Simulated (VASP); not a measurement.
SrB2:

```xyz
3
Lattice="5.0688 0.0000 0.0000 -2.5344 4.3897 0.0000 0.0000 0.0000 3.1040" Properties=species:S:1:pos:R:3 pbc="T T T"
Sr    0.0000    0.0000    0.0000
B     2.5344    1.4632    2.0693
B     0.0000    2.9265    1.0347
```

```yaml
Program: VASP 6.6.1
Task: relaxation of cell and atoms
Functional: PBE
Potentials_or_basis: VASP PAW PBE potentials, release 64 (Sr_sv, B)
Cutoff: 600 eV
k_mesh: 6 × 6 × 6
Occupations: gaussian, width 0.1 eV
Spin: no spin polarisation
```

At the start: pressure -9.5 GPa; volume 23.02 Å³/atom.

Task: How do energy, volume and symmetry change on relaxing?

Result: Over 17 steps the energy falls by 1946.3 meV/atom and the volume is 13.94 Å³/atom (-39.4 %); space group P-3m1 (No. 164, to 0.1 Å) before, P6/mmm (No. 191, to 0.1 Å).

Step by step:
```
step  energy change (eV)  largest force (eV/Å)  pressure (GPa)  volume (Å³)
   1              0.0000                0.7693           -9.52        69.06
   2             -1.2528                1.5929           -5.96        55.99
   3             -1.6514                2.3568           -0.41        49.18
   4             -0.9874                5.1148           31.35        36.77
   5             -1.7272                2.9186            4.56        45.84
   6             -2.8984                2.8190            6.99        42.95
   7             -4.5778                1.3071           21.69        36.56
   8             -4.8008                2.8243           17.53        37.25
   9             -4.7994                2.9071           17.38        37.28
  10             -5.1655                2.3528           11.02        38.83
  11             -5.7116                0.8367           -3.24        43.65
  12             -5.7278                0.5739           -5.28        44.62
  13             -5.7875                0.3813           -3.81        43.76
  14             -5.8362                0.0295           -1.06        42.34
  15             -5.8386                0.0723           -0.26        41.96
  16             -5.8389                0.0409           -0.13        41.90
  17             -5.8390                0.0043            0.04        41.83
```

Final structure:
```cif
data_structure
_symmetry_space_group_name_H-M 'P 1'
_symmetry_Int_Tables_number 1
_cell_length_a 3.3107
_cell_length_b 3.3107
_cell_length_c 4.4064
_cell_angle_alpha 90.000
_cell_angle_beta 90.000
_cell_angle_gamma 120.000
_cell_volume 41.83
loop_
_atom_site_label
_atom_site_type_symbol
_atom_site_fract_x
_atom_site_fract_y
_atom_site_fract_z
_atom_site_occupancy
Sr1 Sr 0.00000 0.00000 0.00000 1
B1 B 0.66667 0.33333 0.50006 1
B2 B 0.33333 0.66667 0.49994 1
```

Caveat: the volume moved by over 15 % at a fixed basis, so the end points are rough.
